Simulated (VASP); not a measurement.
# SnH2Br2 (P-3m1) in VASP: single point with HSE06

Aim: the single point of SnH2Br2 with HSE06.

All numbers are computed with VASP 6.6.1; they aren't measurements. Logs are shortened: lines on timing, memory, paths and dates and some standing lists are left out, and cuts for length are marked.

## (1) The cell of the first run

It takes space group P-3m1 (No. 164, trigonal). The conventional cell has a = 4.387 Å, b = 4.387 Å, c = 9.757 Å, α = 90.00°, β = 90.00°, γ = 120.00°. Sn (site symmetry -3m) has 6 Br at 3.03 Å within 4.0 Å. Within 1.0 Å of H (site symmetry 3m) lie 1 H at 0.75 Å. Within 4.0 Å of Br (site symmetry 3m) lie 3 Sn at 3.03 Å and 3 H at 3.81 Å.

## (2) Single point, HSE06

Contents of POSCAR:

```
SnH2Br2
1.0
    4.3874117360      0.0000000000      0.0000000000
   -2.1937058680      3.7996100202      0.0000000000
    0.0000000000      0.0000000000      9.7567218716
Sn H Br
1 2 2
Direct
    0.0000000000      0.0000000000      0.0000000000
    0.0000000000      0.0000000000      0.4615411061
    0.0000000000      0.0000000000      0.5384588939
    0.3333333333      0.6666666667      0.1705287307
    0.6666666667      0.3333333333      0.8294712693
```

Contents of INCAR.step1:

```
SYSTEM = SnH2Br2
ALGO = Normal
EDIFF = 1E-5
ENCUT = 520
GGA = PE
ISIF = 2
ISMEAR = 0
KPAR = 2
LASPH = .TRUE.
LREAL = .FALSE.
LWAVE = .TRUE.
NBANDS = 23
NELM = 100
PREC = Accurate
SIGMA = 0.02
```

Contents of INCAR.step2:

```
SYSTEM = SnH2Br2
ALGO = Normal
EDIFF = 1E-7
ENCUT = 520
GGA = PE
HFSCREEN = 0.2079
ISIF = 2
ISMEAR = 0
ISTART = 1
KPAR = 2
LASPH = .TRUE.
LCHARG = .TRUE.
LHFCALC = .TRUE.
LREAL = .FALSE.
LVHAR = .TRUE.
LWAVE = .FALSE.
NBANDS = 23
NELM = 100
PREC = Accurate
PRECFOCK = Fast
SIGMA = 0.02
```

Contents of KPOINTS:

```
k-points
0
G
  6 6 2
  0 0 0
```

Potentials or basis: VASP PAW PBE potentials, release 64 (Sn_d, H, Br).

Launch:

```
cat potpaw_PBE.64/Sn_d/POTCAR potpaw_PBE.64/H/POTCAR potpaw_PBE.64/Br/POTCAR > POTCAR
cp INCAR.step1 INCAR
mpirun -np 2 vasp_std > vasp.out
cp INCAR.step2 INCAR
mpirun -np 2 vasp_std > vasp.out
```

OUTCAR:

```text
SYSTEM = SnH2Br2
   EDIFF = 1E-7
   ENCUT = 520
   GGA = PE
   HFSCREEN = 0.2079
   ISIF = 2
   ISMEAR = 0
   ISTART = 1
   LASPH = .TRUE.
   LHFCALC = .TRUE.
   LREAL = .FALSE.
   NELM = 100
   PREC = Accurate
   PRECFOCK = Fast

 ion  position               nearest neighbor table
   1  0.000  0.000  0.000-   4 3.03   5 3.03   4 3.03   5 3.03   5 3.03   4 3.03
   2  0.000  0.000  0.462-   3 0.75
   3  0.000  0.000  0.538-   2 0.75
   4  0.333  0.667  0.171-   1 3.03   1 3.03   1 3.03
   5  0.667  0.333  0.829-   1 3.03   1 3.03   1 3.03

  LATTYP: Found a hexagonal cell.
 ALAT       =     4.3874117360
 C/A-ratio  =     2.2237990092

  Lattice vectors:

 A1 = (   4.3874117360,   0.0000000000,   0.0000000000)
 A2 = (  -2.1937058680,   3.7996100202,   0.0000000000)
 A3 = (   0.0000000000,   0.0000000000,   9.7567218716)

Analysis of symmetry for initial positions (statically):
=====================================================================
 Subroutine PRICEL returns:
 Original cell was already a primitive cell.

 Routine SETGRP: Setting up the symmetry group for a
 hexagonal supercell.

 Subroutine GETGRP returns: Found 12 space group operations
 (whereof 12 operations were pure point group operations)
 out of a pool of 24 trial point group operations.

The static configuration has the point symmetry D_3d.

Analysis of symmetry for dynamics (positions and initial velocities):
=====================================================================
 Subroutine PRICEL returns:
 Original cell was already a primitive cell.

 Routine SETGRP: Setting up the symmetry group for a
 hexagonal supercell.

 Subroutine GETGRP returns: Found 12 space group operations
 (whereof 12 operations were pure point group operations)
 out of a pool of 24 trial point group operations.

The dynamic configuration has the point symmetry D_3d.

 Subroutine INISYM returns: Found 12 space group operations
 (whereof 12 operations are pure point group operations),
 and found     1 'primitive' translations

----------------------------------------------------------------------------------------

                                     Primitive cell

  volume of cell :     162.6490

  direct lattice vectors                    reciprocal lattice vectors
     4.387411736  0.000000000  0.000000000     0.227924813  0.131592452  0.000000000
    -2.193705868  3.799610020  0.000000000     0.000000000  0.263184904  0.000000000
     0.000000000  0.000000000  9.756721872     0.000000000  0.000000000  0.102493441

  length of vectors
     4.387411736  4.387411736  9.756721872     0.263184904  0.263184904  0.102493441

  position of ions in fractional coordinates (direct lattice)
     0.000000000  0.000000000  0.000000000
     0.000000000  0.000000000  0.461541106
     0.000000000  0.000000000  0.538458894
     0.333333333  0.666666667  0.170528731
     0.666666667  0.333333333  0.829471269

  ion indices of the primitive-cell ions
   primitive index   ion index
                 1           1
                 2           2
                 3           3
                 4           4
                 5           5

----------------------------------------------------------------------------------------

 KPOINTS: k-points

Automatic generation of k-mesh.
 Grid dimensions read from file:
 generate k-points for:    6    6    2

 Generating k-lattice:

  Cartesian coordinates                     Fractional coordinates (reciprocal lattice)
     0.037987469  0.021932075  0.000000000     0.166666667  0.000000000  0.000000000
     0.000000000  0.043864151  0.000000000     0.000000000  0.166666667  0.000000000
     0.000000000  0.000000000  0.051246721     0.000000000  0.000000000  0.500000000

  Length of vectors
     0.043864151  0.043864151  0.051246721

  Shift w.r.t. Gamma in fractional coordinates (k-lattice)
     0.000000000  0.000000000  0.000000000

 Subroutine IBZKPT returns following result:
 ===========================================

 Found     14 irreducible k-points:

 Following reciprocal coordinates:
            Coordinates               Weight
  0.000000  0.000000  0.000000      1.000000
  0.166667  0.000000  0.000000      6.000000
  0.333333  0.000000  0.000000      6.000000
  0.500000  0.000000  0.000000      3.000000
  0.166667  0.166667  0.000000      6.000000
  0.333333  0.166667  0.000000     12.000000
  0.333333  0.333333  0.000000      2.000000
  0.000000  0.000000  0.500000      1.000000
  0.166667  0.000000  0.500000      6.000000
  0.333333  0.000000  0.500000      6.000000
  0.500000  0.000000  0.500000      3.000000
  0.166667  0.166667  0.500000      6.000000
  0.333333  0.166667  0.500000     12.000000
  0.333333  0.333333  0.500000      2.000000
   k-points           NKPTS =     14   k-points in BZ     NKDIM =     72   number of bands    NBANDS=     23
   number of dos      NEDOS =    301   number of ions     NIONS =      5
   total plane-waves  NPLWV = 103680
   dimension x,y,z NGX =    36 NGY =   36 NGZ =   80
   dimension x,y,z NGXF=    72 NGYF=   72 NGZF=  160
   ions per type =               1   2   2
   NGX,Y,Z   is equivalent  to a cutoff of  13.64, 13.64, 13.63 a.u.
   NGXF,Y,Z  is equivalent  to a cutoff of  27.28, 27.28, 27.26 a.u.
 SYSTEM =  SnH2Br2
   PREC   = accura    normal or accurate (medium, high low for compatibility)
   ISTART =      1    job   : 0-new  1-cont  2-samecut
   ICHARG =      0    charge: 1-file 2-atom 10-const
   ISPIN  =      1    spin polarized calculation?
   LNONCOLLINEAR =      F non collinear calculations
   LSORBIT =      F    spin-orbit coupling
   LASPH  =      T    aspherical Exc in radial PAW
   ENCUT  =  520.0 eV  38.22 Ry    6.18 a.u.   8.16  8.16 18.14*2*pi/ulx,y,z
   NELM   =    100;   NELMIN=  2; NELMDL=  0     # of ELM steps
   EDIFF  = 0.1E-06   stopping-criterion for ELM
   LREAL  =      F    real-space projection
   EDIFFG = 0.1E-05   stopping-criterion for IOM
   NSW    =      0    number of steps for IOM
   IBRION =     -1    ionic relax: 0-MD 1-quasi-New 2-CG
   NFREE  =      0    steps in history (QN), initial steepest desc. (CG)
   ISIF   =      2    stress and relaxation
   ISYM   =      3    0-nonsym 1-usesym 2-fastsym
   POTIM  = 0.5000    time-step for ionic-motion
   TEBEG  =    0.0;   TEEND  =   0.0 temperature during run
   PSTRESS=    0.0 pullay stress
   NELECT =      30.0000    total number of electrons
   NUPDOWN=      -1.0000    fix difference up-down
   EMIN   =  10.00;   EMAX   =-10.00  energy-range for DOS
   EFERMI =   0.00;   METHOD = LEGACY
   ISMEAR =     0;   SIGMA  =   0.02  broadening in eV -4-tet -1-fermi 0-gaus
   EFERMI_NEDOS =   21; number of points for ismear=-14 and -15
   IALGO  =     38    algorithm
   IMIX   =      1    mixing-type and parameters
     AMIX     =   0.40;   BMIX     =  1.00
     AMIX_MAG =   1.60;   BMIX_MAG =  1.00
  volume/ion in A,a.u.               =      32.53       219.52
  Fermi-wavevector in a.u.,A,eV,Ry     =   0.931890  1.761017 11.815566  0.868420
  Thomas-Fermi vector in A             =   2.058431
   LORBIT       =      0    0 simple, 1 ext, 2 COOP (PROOUT), +10 PAW based schemes
   GGA     = PE    functional components
   LHFCALC =     T    Hartree Fock is set to
   PRECFOCK=fast      Normal, Fast or Accurate (Low or Medium for compatibility)
   ENCUT4O =  -1.0   cutoff for four orbital integrals eV
   NKREDX  =     1    reduce k-point grid by
   NKREDY  =     1    reduce k-point grid by
   NKREDZ  =     1    reduce k-point grid by
   AEXX    =    0.2500 exact exchange contribution
   HFSCREEN=    0.2079 screening length (either q_TF or 0.3 A-1)
   HFSCREENC=   0.2079 screening length for correlation (either q_TF or 0.3 A-1)
   ENCUTFOCK=  -1.0 apply spherical cutoff to Coloumb kernel
   IVDW    =     0    specifies the selected vdW correction
   LEPSILON=     F    determine dielectric tensor
   LRPA    =     F    only Hartree local field effects (RPA)
 non-spin polarized calculation
 Gauss-broadening in eV      SIGMA  =   0.02
  energy-cutoff  :      520.00
  volume of cell :      162.65
 maximum number of plane-waves:      4406
 NGX is ok and might be reduce to    36
  NGX = 18; NGY = 18; NGZ = 40

 number of electron      29.9999993 magnetization

 Free energy of the ion-electron system (eV)
  ---------------------------------------------------
  ext. energy  EPLUGINS =         0.00000000
  ---------------------------------------------------
  free energy    TOTEN  =       -19.25621666 eV

  energy without entropy =      -19.25621666  energy(sigma->0) =      -19.25621666

 E-fermi :  -1.7847     XC(G=0):  -5.4667

 val. band max:       -1.9201594081   @ k =   0.3333   0.3333   0.0000
 cond. band min:       0.9921626040   @ k =   0.0000   0.0000   0.0000
 fundamental gap:      2.9123220121
 Fermi energy:        -1.7846511103

 k-point     1 :       0.0000    0.0000    0.0000
  band No.  band energies     occupation
      1     -24.6411      2.00000
      2     -24.6396      2.00000
      3     -24.6396      2.00000
      4     -24.6292      2.00000
      5     -24.6292      2.00000
      6     -17.3063      2.00000
[... 15 lines left out ...]
     22       7.4891      0.00000
     23       7.4891      0.00000

 k-point     2 :       0.1667    0.0000    0.0000
  band No.  band energies     occupation
      1     -24.6433      2.00000
      2     -24.6397      2.00000
      3     -24.6394      2.00000
      4     -24.6294      2.00000
      5     -24.6273      2.00000
      6     -17.2329      2.00000
[... 15 lines left out ...]
     22       7.2182      0.00000
     23       7.8887      0.00000

 k-point     3 :       0.3333    0.0000    0.0000
  band No.  band energies     occupation
      1     -24.6508      2.00000
      2     -24.6395      2.00000
      3     -24.6376      2.00000
      4     -24.6291      2.00000
      5     -24.6228      2.00000
      6     -17.0662      2.00000
[... 15 lines left out ...]
     22       7.3651      0.00000
     23       8.6778      0.00000

 k-point     4 :       0.5000    0.0000    0.0000
  band No.  band energies     occupation
      1     -24.6544      2.00000
      2     -24.6398      2.00000
      3     -24.6371      2.00000
      4     -24.6285      2.00000
      5     -24.6205      2.00000
      6     -16.9603      2.00000
[... 15 lines left out ...]
     22       7.5766      0.00000
     23       8.5473      0.00000

 k-point     5 :       0.1667    0.1667    0.0000
  band No.  band energies     occupation
      1     -24.6476      2.00000
      2     -24.6407      2.00000
      3     -24.6376      2.00000
      4     -24.6293      2.00000
      5     -24.6244      2.00000
      6     -17.1116      2.00000
[... 15 lines left out ...]
     22       6.7717      0.00000
     23       8.2960      0.00000

 k-point     6 :       0.3333    0.1667    0.0000
  band No.  band energies     occupation
      1     -24.6515      2.00000
      2     -24.6420      2.00000
      3     -24.6362      2.00000
      4     -24.6283      2.00000
      5     -24.6223      2.00000
      6     -16.9619      2.00000
[... 15 lines left out ...]
     22       7.1106      0.00000
     23       8.0597      0.00000

 k-point     7 :       0.3333    0.3333    0.0000
  band No.  band energies     occupation
      1     -24.6473      2.00000
      2     -24.6473      2.00000
      3     -24.6350      2.00000
      4     -24.6254      2.00000
      5     -24.6254      2.00000
      6     -16.8696      2.00000
[... 93 lines left out ...]
     22       7.6589      0.00000
     23       8.4637      0.00000

 k-point    11 :       0.5000    0.0000    0.5000
  band No.  band energies     occupation
      1     -24.6544      2.00000
      2     -24.6398      2.00000
      3     -24.6370      2.00000
      4     -24.6285      2.00000
      5     -24.6204      2.00000
      6     -16.9602      2.00000
[... 15 lines left out ...]
     22       7.6296      0.00000
     23       9.1308      0.00000

 k-point    12 :       0.1667    0.1667    0.5000
  band No.  band energies     occupation
      1     -24.6476      2.00000
      2     -24.6407      2.00000
      3     -24.6376      2.00000
      4     -24.6293      2.00000
      5     -24.6244      2.00000
      6     -17.1114      2.00000
[... 15 lines left out ...]
     22       7.2912      0.00000
     23       8.1419      0.00000

 k-point    13 :       0.3333    0.1667    0.5000
  band No.  band energies     occupation
      1     -24.6515      2.00000
      2     -24.6420      2.00000
      3     -24.6362      2.00000
      4     -24.6283      2.00000
      5     -24.6223      2.00000
      6     -16.9618      2.00000
[... 15 lines left out ...]
     22       7.2530      0.00000
     23       8.2898      0.00000

 k-point    14 :       0.3333    0.3333    0.5000
  band No.  band energies     occupation
      1     -24.6473      2.00000
      2     -24.6473      2.00000
      3     -24.6350      2.00000
      4     -24.6254      2.00000
      5     -24.6254      2.00000
      6     -16.8696      2.00000
[... 15 lines left out ...]
     22       7.2864      0.00000
     23       7.2864      0.00000

------------------------ aborting loop because EDIFF is reached ----------------------------------------

  FORCE on cell =-STRESS in cart. coord.  units (eV):
  Direction    XX          YY          ZZ          XY          YZ          ZX
  --------------------------------------------------------------------------------------
  -------------------------------------------------------------------------------------
  Total       -0.3940450     -0.3940450     -0.5985232     -0.0000000      0.0000000      0.0000000
  in kB       -3.8815490     -3.8815490     -5.8957659     -0.0000000      0.0000000      0.0000000
  external PRESSURE =      -4.5529546 kB  Pullay stress =       0.0000000 kB

 VOLUME and BASIS-vectors are now :
 -----------------------------------------------------------------------------
  energy-cutoff  :      520.00
  volume of cell :      162.65
      direct lattice vectors                 reciprocal lattice vectors
     4.387411736  0.000000000  0.000000000     0.227924813  0.131592452  0.000000000
    -2.193705868  3.799610020  0.000000000     0.000000000  0.263184904  0.000000000
     0.000000000  0.000000000  9.756721872     0.000000000  0.000000000  0.102493441

 POSITION                                       TOTAL-FORCE (eV/Angst)
 -----------------------------------------------------------------------------------
      0.00000      0.00000      0.00000         0.000000      0.000000     -0.000000
      0.00000      0.00000      4.50313         0.000000      0.000000      0.203498
      0.00000      0.00000      5.25359         0.000000     -0.000000     -0.203498
     -0.00000      2.53307      1.66380         0.000000      0.000000     -0.131343
      2.19371      1.26654      8.09292        -0.000000      0.000000      0.131343
 -----------------------------------------------------------------------------------
    total drift:                                0.000000     -0.000000      0.000001

  FREE ENERGIE OF THE ION-ELECTRON SYSTEM (eV)
  ---------------------------------------------------
  free  energy   TOTEN  =       -19.2562166598 eV

  energy  without entropy=      -19.2562166598  energy(sigma->0) =      -19.25621666
```

It took 34 min on 2 MPI ranks of Intel Xeon Platinum 8259CL at 2.50GHz (Skylake/Cascade Lake), shared host; peak memory 0.45 GiB.

Results:

| Item | Value |
| --- | --- |
| Free energy | -19.2562 eV |
| Pressure | -0.5 GPa |
| Largest force | 0.203 eV/Å |
| Band gap on the k mesh | 2.91 eV (least direct gap 3.42 eV) |

Forces in eV/Å, atoms in the order of the input:
```
Sn   0.000  0.000  0.000
H    0.000  0.000  0.203
H    0.000  0.000 -0.203
Br   0.000  0.000 -0.131
Br   0.000  0.000  0.131
```

Stress tensor (GPa, compression positive):
```
-0.39  0.00  0.00
 0.00 -0.39  0.00
 0.00  0.00 -0.59
```

Caveat: the PAW data sets were made with another functional, which shifts forces and pressure a little; spin-orbit coupling is left out, which moves the levels of the heavy elements.
